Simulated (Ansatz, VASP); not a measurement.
# One calculation of CuSb, two programs

```
Cu Sb
1.0
    -0.02691    2.69127    2.69127
     2.66436    0.00000    2.66436
     2.69127    2.69127   -0.02691
Cu Sb
1 1
Direct
  0.50000 0.50000 0.50000
  0.00000 0.00000 0.00000
```

Change from the starting cell: strain e5 = -0.02, atoms carried along.

Alike in both runs: task single point; functional r2SCAN; k mesh 12 × 12 × 12; occupations gaussian, width 0.05 eV; no spin polarisation.

|  | VASP | Ansatz |
| --- | --- | --- |
| version | VASP 6.6.1 | Ansatz 0.2.0 |
| potentials or method | VASP PAW PBE potentials, release 64 (Cu, Sb), cutoff 520 eV | scalar-relativistic, plane waves, PAW |
| valence electrons in the cell | 16 | 34 |

VASP gave:

| Property | Result |
| --- | --- |
| gap on the k mesh at the Fermi level (eV) | none |
| pressure (GPa) | 0.0 |
| traceless stress, the component that is largest in VASP (GPa) | 0.33 |

Question: Which values does Ansatz return?

Answer: gap on the k mesh at the Fermi level (eV): none; pressure (GPa): 0.0; traceless stress, the component that is largest in VASP (GPa): 0.34.

VASP's potentials were made for PBE, not for r2SCAN. A gap of «none» marks a metal or a gap that the smearing closes. The functional is the same, so the differences come from potentials, cutoffs and numerics. VASP's potentials hold 16 valence electrons a cell and Ansatz's 34, so a difference there can come from the potentials and not from the codes.

Spin-orbit coupling is off throughout.
